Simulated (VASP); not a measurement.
Si2Ge:

```xyz
6
Lattice="6.0860 0.0000 0.0000 0.0000 6.0860 0.0000 0.0000 0.0000 2.9848" Properties=species:S:1:pos:R:3 pbc="T T T"
Si    0.8269    2.2161    0.7462
Si    5.2591    3.8699    0.7462
Si    2.2161    5.2591    2.2386
Si    3.8699    0.8269    2.2386
Ge    3.0430    3.0430    0.0000
Ge    0.0000    0.0000    1.4924
```

```yaml
Program: VASP 6.6.1
Task: relaxation of cell and atoms
Functional: PBE
Potentials_or_basis: VASP PAW PBE potentials, release 64 (Si, Ge_d)
Cutoff: 600 eV
k_mesh: 4 × 4 × 6
Occupations: gaussian, width 0.1 eV
Spin: no spin polarisation
```

At the start: pressure 0.7 GPa; volume 18.43 Å³/atom.

Problem. How do energy, volume and symmetry change on relaxing?

Solution. Over 14 steps the energy falls by 96.0 meV/atom and the volume is 18.13 Å³/atom (-1.6 %); space group P-4n2 (No. 118, to 0.05 Å).

The path:
```tsv
step	energy change (eV)	largest force (eV/Å)	pressure (GPa)	volume (Å³)
1	0.0000	0.0114	0.75	110.55
2	-0.1354	0.2343	-0.93	111.87
3	-0.4196	0.6414	-4.22	115.14
4	-0.4166	0.4512	-3.44	114.06
5	-0.4336	0.5506	-3.83	114.53
6	-0.4888	0.5589	-2.95	112.99
7	-0.4939	0.5404	-2.51	112.48
8	-0.5380	0.4243	-1.63	110.94
9	-0.5709	0.1902	0.00	108.56
10	-0.5717	0.1305	0.46	108.06
11	-0.5717	0.1424	0.34	108.15
12	-0.5739	0.0968	0.29	108.35
13	-0.5757	0.0422	0.10	108.93
14	-0.5759	0.0122	0.11	108.80
```

Final structure:
```xyz
6
Lattice="6.3773 0.0000 0.0000 0.0000 6.3773 0.0000 0.0000 0.0000 2.6753" Properties=species:S:1:pos:R:3 pbc="T T T"
Si    0.8327    2.3559    0.6688
Si    5.5446    4.0214    0.6688
Si    2.3559    5.5446    2.0065
Si    4.0214    0.8327    2.0065
Ge    3.1886    3.1886    0.0000
Ge    0.0000    0.0000    1.3377
```
